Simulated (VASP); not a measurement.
The system is Si3C4.

```
Si C
1.0
     2.87391   -1.65935    0.00000
     2.87391    1.65935    0.00000
    -0.04688    0.00000   10.41319
Si C
3 4
Direct
  0.00000 0.00000 0.50000
  0.99817 0.99817 0.24408
  0.00183 0.00183 0.75592
  0.66375 0.66375 0.13479
  0.66797 0.66797 0.62528
  0.33625 0.33625 0.86521
  0.33203 0.33203 0.37472
```

The cell was built from a structure type or drawn by symmetry, and may not be a known phase.

* Program: VASP 6.6.1
* Task: relaxation of cell and atoms
* Functional: PBE
* Potentials or basis: VASP PAW PBE potentials, release 64 (Si, C)
* Cutoff: 600 eV
* k mesh: 6 × 6 × 2
* Occupations: gaussian, width 0.2 eV
* Spin: no spin polarisation

At the start: pressure -30.6 GPa; volume 14.19 Å³/atom.

Task: How do energy, volume and symmetry change on relaxing?

Result: Over 34 steps the energy falls by 963.5 meV/atom and the volume is 14.88 Å³/atom (+4.9 %); space group P-3m1 (No. 164, to 0.1 Å) before, C2/m (No. 12, to 0.1 Å).

The path:
```csv
step,energy change (eV),largest force (eV/Å),pressure (GPa),volume (Å³)
1,0.0000,3.1218,-30.60,99.32
2,-4.6600,1.5116,18.39,65.24
3,-4.8670,1.8419,2.76,69.34
4,-5.3041,1.4223,5.22,69.82
5,-5.8092,0.8599,10.96,71.18
6,-5.9256,0.5805,-3.50,76.48
7,-5.9483,0.5444,0.32,74.90
8,-6.0020,0.4033,0.16,75.48
9,-6.0533,0.2830,0.16,76.71
10,-6.0542,0.3261,0.19,76.89
11,-6.0670,0.4062,0.73,77.26
12,-6.0674,0.4906,0.87,77.35
13,-6.0740,0.4865,0.92,77.55
14,-6.0938,0.4734,1.08,78.15
15,-6.1340,0.4383,1.40,79.35
16,-6.2017,0.3456,1.79,81.77
17,-6.1260,0.7454,1.59,86.64
18,-6.2130,0.3369,2.01,83.07
19,-6.2379,0.5682,-0.19,85.52
20,-6.2379,0.5695,-0.19,85.53
21,-6.2694,0.6234,-0.78,86.90
22,-6.3708,1.0791,-2.15,91.04
23,-6.5601,1.1722,-3.67,99.37
24,-6.3061,2.4813,-3.16,116.26
25,-6.6208,0.8455,-3.50,102.39
26,-6.6297,0.7187,-3.57,104.34
27,-6.6615,0.6282,-2.14,105.77
28,-6.6643,0.6806,-1.63,106.25
29,-6.6894,0.5203,-1.12,105.71
30,-6.7183,0.4404,0.48,104.18
31,-6.7332,0.2647,0.46,104.00
32,-6.7376,0.2486,0.45,103.84
33,-6.7432,0.1274,0.08,104.02
34,-6.7443,0.0563,-0.18,104.15
```

Final structure:
```cif
data_structure
_symmetry_space_group_name_H-M 'P 1'
_symmetry_Int_Tables_number 1
_cell_length_a 3.1688
_cell_length_b 3.1688
_cell_length_c 12.4431
_cell_angle_alpha 91.813
_cell_angle_beta 91.813
_cell_angle_gamma 56.526
_cell_volume 104.15
loop_
_atom_site_label
_atom_site_type_symbol
_atom_site_fract_x
_atom_site_fract_y
_atom_site_fract_z
_atom_site_occupancy
Si1 Si 0.00000 0.00000 0.50000 1
Si2 Si 0.99718 0.99718 0.16073 1
Si3 Si 0.00282 0.00282 0.83927 1
C1 C 0.67040 0.67040 0.16032 1
C2 C 0.71579 0.71579 0.55888 1
C3 C 0.32960 0.32960 0.83968 1
C4 C 0.28421 0.28421 0.44112 1
```

Caveat: a cell axis changed by over 15 % at a fixed basis, so the end point is rough; the relaxation stopped at a loose force limit of 0.08 eV/Å, so its end isn't a converged minimum.
